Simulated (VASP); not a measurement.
The system is Zn3Cu.

```xyz
4
Lattice="-2.4351 2.4351 2.4351 2.4351 -2.4351 2.4351 2.4351 2.4351 -2.4351" Properties=species:S:1:pos:R:3 pbc="T T T"
Zn    2.4351    0.0000    0.0000
Zn    0.0000    2.4351    0.0000
Zn    0.0000    0.0000    2.4351
Cu    0.0000    0.0000    0.0000
```

The cell was built from a structure type or drawn by symmetry, and may not be a known phase.

| Item | Value |
| --- | --- |
| Program | VASP 6.6.1 |
| Task | relaxation of cell and atoms |
| Functional | PBE |
| Potentials or basis | VASP PAW PBE potentials, release 64 (Zn, Cu) |
| Cutoff | 600 eV |
| k mesh | 6 × 6 × 6 |
| Occupations | gaussian, width 0.1 eV |
| Spin | no spin polarisation |

At the start: pressure 13.7 GPa; volume 14.44 Å³/atom.

Q: How do energy, volume and symmetry change on relaxing?

A: Over 3 steps the energy falls by 87.7 meV/atom and the volume is 16.81 Å³/atom (+16.4 %); space group Im-3m (No. 229, to 0.1 Å) before and after.

Step by step:
```
step  energy change (eV)  largest force (eV/Å)  pressure (GPa)  volume (Å³)
   1              0.0000                0.0000           13.69        57.76
   2             -0.3458                0.0000           -1.18        68.69
   3             -0.3510                0.0000            0.06        67.24
```

Final structure:
```yaml
crystal:
  lattice:
    - [-2.56164, 2.56164, 2.56164]
    - [2.56164, -2.56164, 2.56164]
    - [2.56164, 2.56164, -2.56164]
  atoms:
    - { symbol: Zn, position: [0.00000, 0.50000, 0.50000] }
    - { symbol: Zn, position: [0.50000, 0.00000, 0.50000] }
    - { symbol: Zn, position: [0.50000, 0.50000, 0.00000] }
    - { symbol: Cu, position: [0.00000, 0.00000, 0.00000] }
```

Caveat: the volume moved by over 15 % at a fixed basis, so the end points are rough.
